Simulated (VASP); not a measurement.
# Ti (Im-3m) in VASP: further runs

The runs below take Ti through density of states, with PBE.

All numbers are computed with VASP 6.6.1; they aren't measurements. Logs are shortened: lines on timing, memory, paths and dates and some standing lists are left out, and cuts for length are marked.

**1. The cell of the first run**

Symmetry: Im-3m, No. 229, cubic system. Conventional cell: a = 2.402 Å, b = 2.402 Å, c = 2.402 Å, α = 90.00°, β = 90.00°, γ = 90.00°. Ti (site symmetry m-3m) has 14 Ti at 2.08 to 2.40 Å within 2.8 Å.

**2. Density of states, PBE (volume scaled by 0.4)**

The input, POSCAR:

```
Ti
1.0
   -1.2008738459      1.2008738459      1.2008738459
    1.2008738459     -1.2008738459      1.2008738459
    1.2008738459      1.2008738459     -1.2008738459
Ti
1
Direct
    0.0000000000      0.0000000000      0.0000000000
```

The input, INCAR.step1:

```
  ALGO = Normal
  EDIFF = 1E-6
  ENCUT = 520
  GGA = PE
  ISIF = 2
  ISMEAR = -1
  LASPH = T
  LCHARG = T
  LMAXMIX = 4
  LREAL = F
  LWAVE = F
  NBANDS = 12
  NELM = 60
  PREC = Accurate
  SIGMA = 0.1
```

The input, KPOINTS.step1:

```
k-points
0
Gamma
  16 16 16
```

The input, INCAR.step2:

```
  ALGO = Normal
  EDIFF = 1E-6
  ENCUT = 520
  GGA = PE
  ICHARG = 11
  ISIF = 2
  ISMEAR = -5
  LASPH = T
  LCHARG = F
  LMAXMIX = 4
  LORBIT = 11
  LREAL = F
  LWAVE = F
  NBANDS = 12
  NEDOS = 1001
  NELM = 60
  PREC = Accurate
  SIGMA = 0.1
```

The input, KPOINTS.step2:

```
k-points
0
Gamma
  24 24 24
```

Potentials or basis: VASP PAW PBE potentials, release 64 (Ti_sv).

Run with:

```console
cat potpaw_PBE.64/Ti_sv/POTCAR > POTCAR
cp INCAR.step1 INCAR
cp KPOINTS.step1 KPOINTS
mpirun -np 1 vasp_std > vasp.out
cp INCAR.step2 INCAR
cp KPOINTS.step2 KPOINTS
mpirun -np 1 vasp_std > vasp.out
```

OUTCAR:

```text
EDIFF = 1E-6
   ENCUT = 520
   GGA = PE
   ICHARG = 11
   ISIF = 2
   ISMEAR = -5
   LASPH = T
   LORBIT = 11
   LREAL = F
   NELM = 60
   PREC = Accurate

 ion  position               nearest neighbor table
   1  0.000  0.000  0.000-

  LATTYP: Found a body centered cubic cell.
 ALAT       =     2.4017476918

  Lattice vectors:

 A1 = (  -1.2008738459,   1.2008738459,   1.2008738459)
 A2 = (   1.2008738459,  -1.2008738459,   1.2008738459)
 A3 = (   1.2008738459,   1.2008738459,  -1.2008738459)

Analysis of symmetry for initial positions (statically):
=====================================================================
 Subroutine PRICEL returns:
 Original cell was already a primitive cell.

 Routine SETGRP: Setting up the symmetry group for a
 body centered cubic supercell.

 Subroutine GETGRP returns: Found 48 space group operations
 (whereof 48 operations were pure point group operations)
 out of a pool of 48 trial point group operations.

The static configuration has the point symmetry O_h .

Analysis of symmetry for dynamics (positions and initial velocities):
=====================================================================
 Subroutine PRICEL returns:
 Original cell was already a primitive cell.

 Routine SETGRP: Setting up the symmetry group for a
 body centered cubic supercell.

 Subroutine GETGRP returns: Found 48 space group operations
 (whereof 48 operations were pure point group operations)
 out of a pool of 48 trial point group operations.

The dynamic configuration has the point symmetry O_h .

 Subroutine INISYM returns: Found 48 space group operations
 (whereof 48 operations are pure point group operations),
 and found     1 'primitive' translations

----------------------------------------------------------------------------------------

                                     Primitive cell

  volume of cell :       6.9271

  direct lattice vectors                    reciprocal lattice vectors
    -1.200873846  1.200873846  1.200873846     0.000000000  0.416363469  0.416363469
     1.200873846 -1.200873846  1.200873846     0.416363469  0.000000000  0.416363469
     1.200873846  1.200873846 -1.200873846     0.416363469  0.416363469  0.000000000

  length of vectors
     2.079974515  2.079974515  2.079974515     0.588826864  0.588826864  0.588826864

  position of ions in fractional coordinates (direct lattice)
     0.000000000  0.000000000  0.000000000

  ion indices of the primitive-cell ions
   primitive index   ion index
                 1           1

----------------------------------------------------------------------------------------

 KPOINTS: k-points

Automatic generation of k-mesh.
 Grid dimensions read from file:
 generate k-points for:   24   24   24

 Generating k-lattice:

  Cartesian coordinates                     Fractional coordinates (reciprocal lattice)
     0.000000000  0.017348478  0.017348478     0.041666667  0.000000000  0.000000000
     0.017348478  0.000000000  0.017348478     0.000000000  0.041666667  0.000000000
     0.017348478  0.017348478  0.000000000     0.000000000  0.000000000  0.041666667

  Length of vectors
     0.024534453  0.024534453  0.024534453

  Shift w.r.t. Gamma in fractional coordinates (k-lattice)
     0.000000000  0.000000000  0.000000000

 TETIRR: Found  16469 inequivalent tetrahedra from    82944

 Subroutine IBZKPT returns following result:
 ===========================================

 Found    413 irreducible k-points:

 Following reciprocal coordinates:
            Coordinates               Weight
  0.000000  0.000000  0.000000      1.000000
  0.041667  0.000000  0.000000     12.000000
  0.083333  0.000000  0.000000     12.000000
  0.125000  0.000000  0.000000     12.000000
  0.166667  0.000000  0.000000     12.000000
  0.208333  0.000000  0.000000     12.000000
[... 16 lines left out ...]
  0.416667  0.041667  0.000000     48.000000
  0.458333  0.041667  0.000000     48.000000
 [... further k-points ...]
   k-points           NKPTS =    413   k-points in BZ     NKDIM =    413   number of bands    NBANDS=     12
   number of dos      NEDOS =   1001   number of ions     NIONS =      1
   total plane-waves  NPLWV =   4096
   dimension x,y,z NGX =    16 NGY =   16 NGZ =   16
   dimension x,y,z NGXF=    32 NGYF=   32 NGZF=   32
   ions per type =               1
   NGX,Y,Z   is equivalent  to a cutoff of  12.79, 12.79, 12.79 a.u.
   NGXF,Y,Z  is equivalent  to a cutoff of  25.58, 25.58, 25.58 a.u.
 SYSTEM =  unknown system
   PREC   = accura    normal or accurate (medium, high low for compatibility)
   ISTART =      0    job   : 0-new  1-cont  2-samecut
   ICHARG =     11    charge: 1-file 2-atom 10-const
   ISPIN  =      1    spin polarized calculation?
   LNONCOLLINEAR =      F non collinear calculations
   LSORBIT =      F    spin-orbit coupling
   LASPH  =      T    aspherical Exc in radial PAW
   ENCUT  =  520.0 eV  38.22 Ry    6.18 a.u.   3.87  3.87  3.87*2*pi/ulx,y,z
   NELM   =     60;   NELMIN=  2; NELMDL=  0     # of ELM steps
   EDIFF  = 0.1E-05   stopping-criterion for ELM
   LREAL  =      F    real-space projection
   EDIFFG = 0.1E-04   stopping-criterion for IOM
   NSW    =      0    number of steps for IOM
   IBRION =     -1    ionic relax: 0-MD 1-quasi-New 2-CG
   NFREE  =      0    steps in history (QN), initial steepest desc. (CG)
   ISIF   =      2    stress and relaxation
   ISYM   =      2    0-nonsym 1-usesym 2-fastsym
   POTIM  = 0.5000    time-step for ionic-motion
   TEBEG  =    0.0;   TEEND  =   0.0 temperature during run
   PSTRESS=    0.0 pullay stress
   NELECT =      12.0000    total number of electrons
   NUPDOWN=      -1.0000    fix difference up-down
   EMIN   =  10.00;   EMAX   =-10.00  energy-range for DOS
   EFERMI =   0.00;   METHOD = LEGACY
   ISMEAR =    -5;   SIGMA  =   0.10  broadening in eV -4-tet -1-fermi 0-gaus
   EFERMI_NEDOS =   21; number of points for ismear=-14 and -15
   IALGO  =     38    algorithm
   IMIX   =      4    mixing-type and parameters
     AMIX     =   0.40;   BMIX     =  1.00
     AMIX_MAG =   1.60;   BMIX_MAG =  1.00
  volume/ion in A,a.u.               =       6.93        46.75
  Fermi-wavevector in a.u.,A,eV,Ry     =   1.966156  3.715495 52.596959  3.865767
  Thomas-Fermi vector in A             =   2.989942
   LORBIT       =     11    0 simple, 1 ext, 2 COOP (PROOUT), +10 PAW based schemes
   GGA     = PE    functional components
   LHFCALC =     F    Hartree Fock is set to
   AEXX    =    0.0000 exact exchange contribution
   IVDW    =     0    specifies the selected vdW correction
   LEPSILON=     F    determine dielectric tensor
   LRPA    =     F    only Hartree local field effects (RPA)
 non-spin polarized calculation
 Fermi weights with tetrahedron method with Bloechl corrections
  energy-cutoff  :      520.00
  volume of cell :        6.93
 maximum number of plane-waves:       198

 number of electron      11.9999996 magnetization

 Free energy of the ion-electron system (eV)
  ---------------------------------------------------
  ext. energy  EPLUGINS =         0.00000000
  ---------------------------------------------------
  free energy    TOTEN  =        -1.23904726 eV

  energy without entropy =       -1.23904726  energy(sigma->0) =       -1.23904726

 E-fermi :  22.0032     XC(G=0): -16.6690

 val. band max:       22.2548585148   @ k =   0.3333   0.3333   0.0000
 cond. band min:      21.7946608508   @ k =  -0.4583   0.5000   0.1667
 fundamental gap:     -0.4601976640
 Fermi energy:        22.0032300341

 k-point     1 :       0.0000    0.0000    0.0000
  band No.  band energies     occupation
      1     -36.2607      2.00000
      2      -6.7774      2.00000
      3      -6.7774      2.00000
      4      -6.7774      2.00000
      5      18.3091      2.00000
      6      22.7575      0.00000
      7      22.7575      0.00000
      8      22.7575      0.00000
      9      27.5661      0.00000
     10      27.5661      0.00000
     11      46.4480      0.00000
     12      46.4480      0.00000

 k-point     2 :       0.0417    0.0000    0.0000
  band No.  band energies     occupation
      1     -36.2195      2.00000
      2      -6.9294      2.00000
      3      -6.8201      2.00000
      4      -6.7816      2.00000
      5      18.4754      2.00000
      6      22.6621      0.00000
      7      22.7464      0.00000
      8      22.9016      0.00000
      9      27.4183      0.00000
     10      27.5656      0.00000
     11      46.5556      0.00000
     12      46.6801      0.00000

 k-point     3 :       0.0833    0.0000    0.0000
  band No.  band energies     occupation
      1     -36.0975      2.00000
      2      -7.3672      2.00000
      3      -6.9439      2.00000
      4      -6.7940      2.00000
      5      18.9253      2.00000
      6      22.3902     -0.03183
      7      22.7172      0.00000
      8      23.3274      0.00000
      9      27.0627      0.00000
     10      27.5692      0.00000
     11      46.8459      0.00000
     12      47.3587      0.00000
[... 286 lines left out ...]
 k-point    23 :       0.4167    0.0417    0.0000
  band No.  band energies     occupation
      1     -33.3919      2.00000
      2     -14.3166      2.00000
      3      -8.9294      2.00000
      4      -7.0911      2.00000
      5      16.2213      2.00000
      6      18.7840      2.00000
      7      27.9967      0.00000
      8      28.8090      0.00000
      9      31.3040      0.00000
     10      33.3896      0.00000
     11      43.2245      0.00000
     12      47.6916      0.00000

 k-point    24 :       0.4583    0.0417    0.0000
  band No.  band energies     occupation
      1     -33.2641      2.00000
      2     -14.5716      2.00000
      3      -8.9961      2.00000
      4      -7.1010      2.00000
      5      16.0383      2.00000
      6      18.6772      2.00000
      7      28.2589      0.00000
      8      28.8267      0.00000
      9      31.8164      0.00000
     10      33.8922      0.00000
     11      42.8677      0.00000
     12      47.3949      0.00000

 [... further k-points ...]

------------------------ aborting loop because EDIFF is reached ----------------------------------------

  FORCE on cell =-STRESS in cart. coord.  units (eV):
  Direction    XX          YY          ZZ          XY          YZ          ZX
  --------------------------------------------------------------------------------------
  -------------------------------------------------------------------------------------
  Total       16.9145444     16.9145444     16.9145444      0.0000000     -0.0000000     -0.0000000
  in kB     3912.1791777   3912.1791777   3912.1791777      0.0000000     -0.0000000     -0.0000000
  external PRESSURE =    3912.1791777 kB  Pullay stress =       0.0000000 kB

 VOLUME and BASIS-vectors are now :
 -----------------------------------------------------------------------------
  energy-cutoff  :      520.00
  volume of cell :        6.93
      direct lattice vectors                 reciprocal lattice vectors
    -1.200873846  1.200873846  1.200873846     0.000000000  0.416363469  0.416363469
     1.200873846 -1.200873846  1.200873846     0.416363469  0.000000000  0.416363469
     1.200873846  1.200873846 -1.200873846     0.416363469  0.416363469  0.000000000

 POSITION                                       TOTAL-FORCE (eV/Angst)
 -----------------------------------------------------------------------------------
      0.00000      0.00000      0.00000         0.000000      0.000000     -0.000000
 -----------------------------------------------------------------------------------
    total drift:                               -0.000000     -0.000000      0.000000

  FREE ENERGIE OF THE ION-ELECTRON SYSTEM (eV)
  ---------------------------------------------------
  free  energy   TOTEN  =        -1.2390472620 eV

  energy  without entropy=       -1.2390472620  energy(sigma->0) =       -1.23904726

 total charge

# of ion       s       p       d       tot
------------------------------------------
    1        2.394   6.280   3.814  12.487
```

Run time: 97 s. Hardware: 1 thread of AMD EPYC 7R13, shared host; peak memory 0.15 GiB.

Caveat: the cell differs from its parent crystal (volume scaled by 0.4); tetrahedron occupations give inexact forces and stress in metals.

**3. Density of states, PBE**

This run uses another cell than the first one, of 17.32 Å³/atom, 2.500 times its volume.

The input, POSCAR:

```
Ti
1.0
   -1.6298365613      1.6298365613      1.6298365613
    1.6298365613     -1.6298365613      1.6298365613
    1.6298365613      1.6298365613     -1.6298365613
Ti
1
Direct
    0.0000000000      0.0000000000      0.0000000000
```

The input, INCAR.step1:

```
SYSTEM = Ti
  PREC = Accurate
  ENCUT = 520
  EDIFF = 1E-7
  ISMEAR = -1
  SIGMA = 0.1
  LREAL = .FALSE.
  LASPH = .TRUE.
  NELM = 60
  ALGO = Normal
  ISIF = 2
  LWAVE = .FALSE.
  LCHARG = .TRUE.
  LMAXMIX = 4
  GGA = PE
  NBANDS = 12
```

The input, KPOINTS.step1:

```
regular mesh
0
G
  16 16 16
  0 0 0
```

The input, INCAR.step2:

```
SYSTEM = Ti
  PREC = Accurate
  ENCUT = 520
  EDIFF = 1E-7
  ISMEAR = -5
  SIGMA = 0.1
  LREAL = .FALSE.
  LASPH = .TRUE.
  NELM = 60
  ALGO = Normal
  ISIF = 2
  LWAVE = .FALSE.
  LCHARG = .FALSE.
  LMAXMIX = 4
  GGA = PE
  LORBIT = 11
  NEDOS = 2001
  ICHARG = 11
```

The input, KPOINTS.step2:

```
regular mesh
0
G
  24 24 24
  0 0 0
```

Potentials or basis: VASP PAW PBE potentials, release 64 (Ti_sv).

Run with:

```console
cat potpaw_PBE.64/Ti_sv/POTCAR > POTCAR
cp INCAR.step1 INCAR
cp KPOINTS.step1 KPOINTS
mpirun -np 1 vasp_std > vasp.out
cp INCAR.step2 INCAR
cp KPOINTS.step2 KPOINTS
mpirun -np 1 vasp_std > vasp.out
```

Run time: 4.4 min. Hardware: 1 thread of AMD EPYC 7R13, shared host; peak memory 0.19 GiB.

Results (log left out):

```yaml
Valence_electrons_inside_the_program's_atomic_spheres: Ti 10.27
```

Levels at points of the mesh, in eV from the Fermi level:
```tsv
k point	band 4	band 5	band 6	band 7	band 8	band 9
(0.00, 0.00, 0.00)	-32.38	-5.96	0.99	0.99	0.99	2.76
(0.50, 0.00, 0.00)	-32.38	-2.46	-0.40	1.15	2.74	3.10
(0.50, 0.50, 0.50)	-32.84	-2.11	-2.11	3.93	3.93	3.93
```

Caveat: tetrahedron occupations give inexact forces and stress in metals.

**4. Density of states, PBE**

This run uses another cell than the first one, of 17.32 Å³/atom, 2.500 times its volume.

POSCAR is that of step 3.

The input, INCAR.step1:

```
ALGO = Normal
EDIFF = 1E-7
ENCUT = 520
GGA = PE
ISIF = 2
ISMEAR = -1
LASPH = T
LCHARG = T
LMAXMIX = 4
LREAL = F
LWAVE = F
NBANDS = 12
NELM = 60
PREC = Accurate
SIGMA = 0.1
```

The input, KPOINTS.step1:

```
k-points
0
Gamma
  16 16 16
```

The input, INCAR.step2:

```
ALGO = Normal
EDIFF = 1E-7
ENCUT = 520
GGA = PE
ICHARG = 11
ISIF = 2
ISMEAR = -5
LASPH = T
LCHARG = F
LMAXMIX = 4
LORBIT = 11
LREAL = F
LWAVE = F
NEDOS = 2001
NELM = 60
PREC = Accurate
SIGMA = 0.1
```

The input, KPOINTS.step2:

```
k-points
0
Gamma
  24 24 24
```

Run with:

```console
cat potpaw_PBE.64/Ti_sv/POTCAR > POTCAR
cp INCAR.step1 INCAR
cp KPOINTS.step1 KPOINTS
mpirun -np 1 vasp_std > vasp.out
cp INCAR.step2 INCAR
cp KPOINTS.step2 KPOINTS
mpirun -np 1 vasp_std > vasp.out
```

It took 32 s on 1 thread of Intel Xeon 6975P-C (Granite Rapids), shared host; peak memory 0.22 GiB.

It converged, with:

| Quantity | Value |
| --- | --- |
| Valence electrons inside the program's atomic spheres | Ti 10.27 |

Levels at points of the mesh, in eV from the Fermi level:
| k point | band 4 | band 5 | band 6 | band 7 | band 8 | band 9 |
| --- | --- | --- | --- | --- | --- | --- |
| (0.00, 0.00, 0.00) | -32.38 | -5.96 | 0.99 | 0.99 | 0.99 | 2.76 |
| (0.50, 0.00, 0.00) | -32.38 | -2.46 | -0.40 | 1.15 | 2.74 | 3.10 |
| (0.50, 0.50, 0.50) | -32.84 | -2.11 | -2.11 | 3.93 | 3.93 | 3.93 |

Caveat: tetrahedron occupations give inexact forces and stress in metals.
